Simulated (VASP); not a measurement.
A run of VASP 6.6.1 is set up as follows.

INCAR

```
SYSTEM = SrTiO3
PREC     = Accurate       ! precision mode
ENCUT    = 520            ! plane-wave cutoff, eV
EDIFF    = 1E-7           ! SCF threshold, eV
ISMEAR   = 0              ! smearing method
SIGMA    = 0.02           ! smearing width, eV
LREAL    = .FALSE.        ! projectors in reciprocal space
LASPH    = .TRUE.         ! aspherical terms in the spheres
NELM     = 80             ! most SCF steps
ALGO     = Normal         ! electronic algorithm
ISIF     = 2              ! what is computed and relaxed
LWAVE    = .FALSE.        ! write WAVECAR
LCHARG   = .TRUE.         ! write CHGCAR
GGA      = PE             ! functional
LELF     = .TRUE.         ! ELF
LVHAR    = .TRUE.       
NBANDS   = 28             ! bands
```

Contents of KPOINTS:

```
regular mesh
0
G
  8 8 8
  0 0 0
```

File POSCAR:

```
SrTiO3
1.0
    3.9364226089      0.0000000000      0.0000000000
    0.0000000000      3.9364226089      0.0000000000
    0.0000000000      0.0000000000      3.9364226089
Sr Ti O
1 1 3
Direct
    0.0000000000      0.0000000000      0.0000000000
    0.5000000000      0.5000000000      0.5000000000
    0.5000000000      0.0000000000      0.5000000000
    0.5000000000      0.5000000000      0.0000000000
    0.0000000000      0.5000000000      0.5000000000
```

Potentials or basis: VASP PAW PBE potentials, release 64 (Sr_sv, Ti_sv, O).

Launch:

```sh
$ cat potpaw_PBE.64/Sr_sv/POTCAR potpaw_PBE.64/Ti_sv/POTCAR potpaw_PBE.64/O/POTCAR > POTCAR
$ mpirun -np 1 vasp_std > vasp.out
```

Problem. Estimate the band gap on the k mesh.

Solution. 1.81 eV, indirect (least direct gap 2.18 eV).

Problem. Estimate the pressure.

Solution. 0.6 GPa.

A k mesh can miss the band edges. PBE gaps usually lie below the measured ones, often by a third to a half.
